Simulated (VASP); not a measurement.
# CoH3 (P6_3/m) in VASP: further runs

Runs on CoH3. Level: PBE. Tasks: single point, relaxation of cell and atoms.

Everything below comes from runs of VASP 6.6.1. Logs are shortened: lines on timing, memory, paths and dates and some standing lists are left out, and cuts for length are marked.

### 1 The cell of the first run

It takes space group P6_3/m (No. 176, hexagonal). The conventional cell has a = 4.341 Å, b = 4.341 Å, c = 2.568 Å, α = 90.00°, β = 90.00°, γ = 120.00°. Within 2.3 Å of Co (site symmetry -6) lie 9 H at 1.70 to 1.73 Å. H (site symmetry m) has 3 Co at 1.70 to 1.73 Å and 8 H at 1.95 to 2.01 Å within 2.3 Å.

### 2 Single point, PBE

Input file INCAR:

```
ALGO = Normal
EDIFF = 1E-7
ENCUT = 520
GGA = PE
ISIF = 2
ISMEAR = 0
LASPH = True
LCHARG = False
LREAL = False
LWAVE = False
NBANDS = 22
NELM = 80
PREC = Accurate
SIGMA = 0.2
```

Input file KPOINTS:

```
k-points
0
Gamma
  8 6 6
```

Input file POSCAR:

```
CoH3
1.0
    0.0000000000      0.0000000000      2.5675231980
    4.3411731060      0.0000000000      0.0000000000
   -2.1705865530      3.7595661920      0.0000000000
Co H
2 6
Direct
    0.2500000000      0.3333333333      0.6666666667
    0.7500000000      0.6666666667      0.3333333333
    0.7500000000      0.6131649196      0.6947538990
    0.7500000000      0.0815889794      0.3868350804
    0.7500000000      0.3052461010      0.9184110206
    0.2500000000      0.3868350804      0.3052461010
    0.2500000000      0.9184110206      0.6131649196
    0.2500000000      0.6947538990      0.0815889794
```

Potentials or basis: VASP PAW PBE potentials, release 64 (Co, H).

Command:

```sh
$ cat potpaw_PBE.64/Co/POTCAR potpaw_PBE.64/H/POTCAR > POTCAR
$ mpirun -np 1 vasp_std > vasp.out
```

OUTCAR:

```text
EDIFF = 1E-7
   ENCUT = 520
   GGA = PE
   ISIF = 2
   ISMEAR = 0
   LASPH = True
   LREAL = False
   NELM = 80
   PREC = Accurate

 ion  position               nearest neighbor table
   1  0.250  0.333  0.667-   7 1.70   8 1.70   6 1.70   5 1.73   5 1.73   4 1.73   4 1.73   3 1.73
                             3 1.73   2 2.82   2 2.82   2 2.82   2 2.82   2 2.82   2 2.82
   2  0.750  0.667  0.333-   4 1.70   5 1.70   3 1.70   8 1.73   8 1.73   7 1.73   7 1.73   6 1.73
                             6 1.73   1 2.82   1 2.82   1 2.82   1 2.82   1 2.82   1 2.82
   3  0.750  0.613  0.695-   2 1.70   1 1.73   1 1.73
   4  0.750  0.082  0.387-   2 1.70   1 1.73   1 1.73
   5  0.750  0.305  0.918-   2 1.70   1 1.73   1 1.73
   6  0.250  0.387  0.305-   1 1.70   2 1.73   2 1.73
   7  0.250  0.918  0.613-   1 1.70   2 1.73   2 1.73
   8  0.250  0.695  0.082-   1 1.70   2 1.73   2 1.73

  LATTYP: Found a hexagonal cell.
 ALAT       =     4.3411731060
 C/A-ratio  =     0.5914353414

  Lattice vectors:

 A1 = (   4.3411731060,   0.0000000000,   0.0000000000)
 A2 = (  -2.1705865530,   3.7595661920,   0.0000000000)
 A3 = (   0.0000000000,   0.0000000000,   2.5675231980)

Analysis of symmetry for initial positions (statically):
=====================================================================
 Subroutine PRICEL returns:
 Original cell was already a primitive cell.

 Routine SETGRP: Setting up the symmetry group for a
 hexagonal supercell.

 Subroutine GETGRP returns: Found 12 space group operations
 (whereof  6 operations were pure point group operations)
 out of a pool of 24 trial point group operations.

The static configuration has the point symmetry S_6 .
 The point group associated with its full space group is C_6h.

Analysis of symmetry for dynamics (positions and initial velocities):
=====================================================================
 Subroutine PRICEL returns:
 Original cell was already a primitive cell.

 Routine SETGRP: Setting up the symmetry group for a
 hexagonal supercell.

 Subroutine GETGRP returns: Found 12 space group operations
 (whereof  6 operations were pure point group operations)
 out of a pool of 24 trial point group operations.

The dynamic configuration has the point symmetry S_6 .
 The point group associated with its full space group is C_6h.

 Subroutine INISYM returns: Found 12 space group operations
 (whereof  6 operations are pure point group operations),
 and found     1 'primitive' translations

----------------------------------------------------------------------------------------

                                     Primitive cell

  volume of cell :      41.9044

  direct lattice vectors                    reciprocal lattice vectors
     0.000000000  0.000000000  2.567523198     0.000000000  0.000000000  0.389480415
     4.341173106  0.000000000  0.000000000     0.230352482  0.132994068  0.000000000
    -2.170586553  3.759566192  0.000000000     0.000000000  0.265988135  0.000000000

  length of vectors
     2.567523198  4.341173106  4.341173106     0.389480415  0.265988135  0.265988135

  position of ions in fractional coordinates (direct lattice)
     0.250000000  0.333333333  0.666666667
     0.750000000  0.666666667  0.333333333
     0.750000000  0.613164920  0.694753899
     0.750000000  0.081588979  0.386835080
     0.750000000  0.305246101  0.918411021
     0.250000000  0.386835080  0.305246101
     0.250000000  0.918411021  0.613164920
     0.250000000  0.694753899  0.081588979

  ion indices of the primitive-cell ions
   primitive index   ion index
                 1           1
                 2           2
                 3           3
                 4           4
                 5           5
                 6           6
                 7           7
                 8           8

----------------------------------------------------------------------------------------

 KPOINTS: k-points

Automatic generation of k-mesh.
 Grid dimensions read from file:
 generate k-points for:    8    6    6

 Generating k-lattice:

  Cartesian coordinates                     Fractional coordinates (reciprocal lattice)
     0.000000000  0.000000000  0.048685052     0.125000000  0.000000000  0.000000000
     0.038392080  0.022165678  0.000000000     0.000000000  0.166666667 -0.000000000
     0.000000000  0.044331356  0.000000000     0.000000000  0.000000000  0.166666667

  Length of vectors
     0.048685052  0.044331356  0.044331356

  Shift w.r.t. Gamma in fractional coordinates (k-lattice)
     0.000000000  0.000000000  0.000000000

 Subroutine IBZKPT returns following result:
 ===========================================

 Found     40 irreducible k-points:

 Following reciprocal coordinates:
            Coordinates               Weight
  0.000000  0.000000  0.000000      1.000000
  0.125000  0.000000  0.000000      2.000000
  0.250000  0.000000  0.000000      2.000000
  0.375000  0.000000  0.000000      2.000000
  0.500000  0.000000  0.000000      1.000000
  0.000000  0.166667  0.000000      6.000000
[... 16 lines left out ...]
  0.250000  0.166667  0.166667     12.000000
  0.375000  0.166667  0.166667     12.000000
 [... further k-points ...]
   k-points           NKPTS =     40   k-points in BZ     NKDIM =     40   number of bands    NBANDS=     22
   number of dos      NEDOS =    301   number of ions     NIONS =      8
   total plane-waves  NPLWV =  20480
   dimension x,y,z NGX =    20 NGY =   32 NGZ =   32
   dimension x,y,z NGXF=    40 NGYF=   64 NGZF=   64
   ions per type =               2   6
   NGX,Y,Z   is equivalent  to a cutoff of  12.95, 12.25, 12.25 a.u.
   NGXF,Y,Z  is equivalent  to a cutoff of  25.90, 24.51, 24.51 a.u.
 SYSTEM =  unknown system
   PREC   = accura    normal or accurate (medium, high low for compatibility)
   ISTART =      0    job   : 0-new  1-cont  2-samecut
   ICHARG =      2    charge: 1-file 2-atom 10-const
   ISPIN  =      1    spin polarized calculation?
   LNONCOLLINEAR =      F non collinear calculations
   LSORBIT =      F    spin-orbit coupling
   LASPH  =      T    aspherical Exc in radial PAW
   ENCUT  =  520.0 eV  38.22 Ry    6.18 a.u.   4.77  8.07  8.07*2*pi/ulx,y,z
   NELM   =     80;   NELMIN=  2; NELMDL= -5     # of ELM steps
   EDIFF  = 0.1E-06   stopping-criterion for ELM
   LREAL  =      F    real-space projection
   EDIFFG = 0.1E-05   stopping-criterion for IOM
   NSW    =      0    number of steps for IOM
   IBRION =     -1    ionic relax: 0-MD 1-quasi-New 2-CG
   NFREE  =      0    steps in history (QN), initial steepest desc. (CG)
   ISIF   =      2    stress and relaxation
   ISYM   =      2    0-nonsym 1-usesym 2-fastsym
   POTIM  = 0.5000    time-step for ionic-motion
   TEBEG  =    0.0;   TEEND  =   0.0 temperature during run
   PSTRESS=    0.0 pullay stress
   NELECT =      24.0000    total number of electrons
   NUPDOWN=      -1.0000    fix difference up-down
   EMIN   =  10.00;   EMAX   =-10.00  energy-range for DOS
   EFERMI =   0.00;   METHOD = LEGACY
   ISMEAR =     0;   SIGMA  =   0.20  broadening in eV -4-tet -1-fermi 0-gaus
   EFERMI_NEDOS =   21; number of points for ismear=-14 and -15
   IALGO  =     38    algorithm
   IMIX   =      4    mixing-type and parameters
     AMIX     =   0.40;   BMIX     =  1.00
     AMIX_MAG =   1.60;   BMIX_MAG =  1.00
  volume/ion in A,a.u.               =       5.24        35.35
  Fermi-wavevector in a.u.,A,eV,Ry     =   1.359541  2.569159 25.148336  1.848351
  Thomas-Fermi vector in A             =   2.486280
   LORBIT       =      0    0 simple, 1 ext, 2 COOP (PROOUT), +10 PAW based schemes
   GGA     = PE    functional components
   LHFCALC =     F    Hartree Fock is set to
   AEXX    =    0.0000 exact exchange contribution
   IVDW    =     0    specifies the selected vdW correction
   LEPSILON=     F    determine dielectric tensor
   LRPA    =     F    only Hartree local field effects (RPA)
 non-spin polarized calculation
 Gauss-broadening in eV      SIGMA  =   0.20
  energy-cutoff  :      520.00
  volume of cell :       41.90
 maximum number of plane-waves:      1142
   NGX =  9   NGY = 17   NGZ = 17

 number of electron      24.0000012 magnetization

 Free energy of the ion-electron system (eV)
  ---------------------------------------------------
  ext. energy  EPLUGINS =         0.00000000
  ---------------------------------------------------
  free energy    TOTEN  =       -33.30010281 eV

  energy without entropy =      -33.25260115  energy(sigma->0) =      -33.27635198

 E-fermi :   5.8157     XC(G=0): -11.5873

 val. band max:        5.8107754694   @ k =   0.2500   0.1667   0.1667
 cond. band min:       5.8792880475   @ k =   0.0000   0.0000   0.0000
 fundamental gap:      0.0685125781
 Fermi energy:         5.8156794598

 k-point     1 :       0.0000    0.0000    0.0000
  band No.  band energies     occupation
      1      -6.5513      2.00000
      2       0.3865      2.00000
      3       0.7050      2.00000
      4       0.7050      2.00000
      5       0.7922      2.00000
      6       0.7922      2.00000
[... 14 lines left out ...]
     21      21.7628      0.00000
     22      22.7512      0.00000

 k-point     2 :       0.1250    0.0000    0.0000
  band No.  band energies     occupation
      1      -6.1931      2.00000
      2       0.5591      2.00000
      3       0.6486      2.00000
      4       0.6486      2.00000
      5       0.8171      2.00000
      6       0.8171      2.00000
[... 14 lines left out ...]
     21      20.6382      0.00000
     22      20.9978      0.00000
[... 523 lines left out ...]
     21      18.8904      0.00000
     22      19.9247      0.00000

 k-point    24 :       0.3750    0.1667    0.1667
  band No.  band energies     occupation
      1      -2.8749      2.00000
      2      -0.2281      2.00000
      3       0.0445      2.00000
      4       0.4525      2.00000
      5       0.9114      2.00000
      6       1.0124      2.00000
[... 14 lines left out ...]
     21      17.5739      0.00000
     22      18.4270      0.00000

 [... further k-points ...]

------------------------ aborting loop because EDIFF is reached ----------------------------------------

  FORCE on cell =-STRESS in cart. coord.  units (eV):
  Direction    XX          YY          ZZ          XY          YZ          ZX
  --------------------------------------------------------------------------------------
  -------------------------------------------------------------------------------------
  Total       -0.0458382     -0.0458382     -0.0351266     -0.0000007      0.0000000      0.0000000
  in kB       -1.7525832     -1.7525832     -1.3430366     -0.0000260      0.0000000      0.0000000
  external PRESSURE =      -1.6160677 kB  Pullay stress =       0.0000000 kB

 VOLUME and BASIS-vectors are now :
 -----------------------------------------------------------------------------
  energy-cutoff  :      520.00
  volume of cell :       41.90
      direct lattice vectors                 reciprocal lattice vectors
     0.000000000  0.000000000  2.567523198     0.000000000  0.000000000  0.389480415
     4.341173106  0.000000000  0.000000000     0.230352482  0.132994068  0.000000000
    -2.170586553  3.759566192  0.000000000     0.000000000  0.265988135  0.000000000

 POSITION                                       TOTAL-FORCE (eV/Angst)
 -----------------------------------------------------------------------------------
     -0.00000      2.50638      0.64188         0.000000      0.000000      0.000000
      2.17059      1.25319      1.92564        -0.000000      0.000000      0.000000
      1.15383      2.61197      1.92564         0.000477      0.004830      0.000000
     -0.48547      1.45433      1.92564         0.003944     -0.002828      0.000000
     -0.66836      3.45283      1.92564        -0.004422     -0.002002     -0.000000
      1.01675      1.14759      0.64188        -0.000477     -0.004830      0.000000
      2.65605      2.30523      0.64188        -0.003944      0.002828      0.000000
      2.83895      0.30674      0.64188         0.004422      0.002002      0.000000
 -----------------------------------------------------------------------------------
    total drift:                                0.000000      0.000000     -0.000000

  FREE ENERGIE OF THE ION-ELECTRON SYSTEM (eV)
  ---------------------------------------------------
  free  energy   TOTEN  =       -33.3001028125 eV

  energy  without entropy=      -33.2526011475  energy(sigma->0) =      -33.27635198
```

Run time: 56 s. Hardware: 1 thread of AMD EPYC 7R43 (Zen 3), shared host; peak memory 0.14 GiB.

What came out:

- Free energy: -33.3001 eV
- Pressure: -0.2 GPa
- Largest force: 0.005 eV/Å
- Band gap on the k mesh: zero (bands 12 and 13 overlap by 1.97 eV)

Forces in eV/Å, atoms in the order of the input:
```
Co   0.000  0.000  0.000
Co   0.000  0.000  0.000
H    0.000  0.005  0.000
H    0.004 -0.003  0.000
H   -0.004 -0.002  0.000
H    0.000 -0.005  0.000
H   -0.004  0.003  0.000
H    0.004  0.002  0.000
```

Caveat: the run has no spin polarisation, though such a crystal can be magnetic. Spin polarisation is off, so any magnetic state and its effect on volume and gap are missing.

### 3 Single point, PBE

Input file INCAR:

```
ALGO = Normal
EDIFF = 1E-7
ENCUT = 520
GGA = PE
ISIF = 2
ISMEAR = 0
LASPH = True
LCHARG = True
LELF = True
LREAL = False
LVHAR = True
LWAVE = False
NBANDS = 22
NELM = 100
PREC = Accurate
SIGMA = 0.1
```

Input file KPOINTS:

```
k-points
0
Gamma
  12 12 12
```

Input file POSCAR:

```
CoH3
1.0
    4.3411731060      0.0000000000      0.0000000000
   -2.1705865530      3.7595661920      0.0000000000
    0.0000000000      0.0000000000      2.5675231980
Co H
2 6
Direct
    0.3333333333      0.6666666667      0.2500000000
    0.6666666667      0.3333333333      0.7500000000
    0.6131649196      0.6947538990      0.7500000000
    0.0815889794      0.3868350804      0.7500000000
    0.3052461010      0.9184110206      0.7500000000
    0.3868350804      0.3052461010      0.2500000000
    0.9184110206      0.6131649196      0.2500000000
    0.6947538990      0.0815889794      0.2500000000
```

Potentials or basis: VASP PAW PBE potentials, release 64 (Co, H).

Command:

```sh
$ cat potpaw_PBE.64/Co/POTCAR potpaw_PBE.64/H/POTCAR > POTCAR
$ mpirun -np 1 vasp_std > vasp.out
```

Run time: 2.5 min. Hardware: 1 thread of Intel Xeon Platinum 8259CL at 2.50GHz (Skylake/Cascade Lake), shared host; peak memory 0.26 GiB.

The run converged. Its results:

| Item | Value |
| --- | --- |
| Free energy | -33.2813 eV |
| Pressure | -0.2 GPa |
| Largest force | 0.006 eV/Å |
| Band gap on the k mesh | zero (bands 12 and 13 overlap by 2.02 eV) |

Forces in eV/Å, atoms in the order of the input:
```
Co   0.000  0.000  0.000
Co   0.000  0.000  0.000
H   -0.003  0.005  0.000
H    0.006  0.000  0.000
H   -0.003 -0.005  0.000
H    0.003 -0.005  0.000
H   -0.006  0.000  0.000
H    0.003  0.005  0.000
```

Levels at points of the mesh, in eV from the Fermi level:
```csv
k point,band 10,band 11,band 12,band 13,band 14,band 15
"(0.00, 0.00, 0.00)",-0.51,-0.51,0.07,0.07,2.43,2.43
"(0.50, 0.00, 0.00)",-1.08,-0.67,-0.55,-0.42,2.49,4.03
"(0.00, 0.00, 0.50)",-0.73,0.33,0.33,3.31,3.31,3.31
"(0.50, 0.00, 0.50)",-1.15,-0.23,-0.23,2.38,2.38,3.09
```

Caveat: the run has no spin polarisation, though such a crystal can be magnetic. Spin polarisation is off, so any magnetic state and its effect on volume and gap are missing.

[end of part 1 of 2]
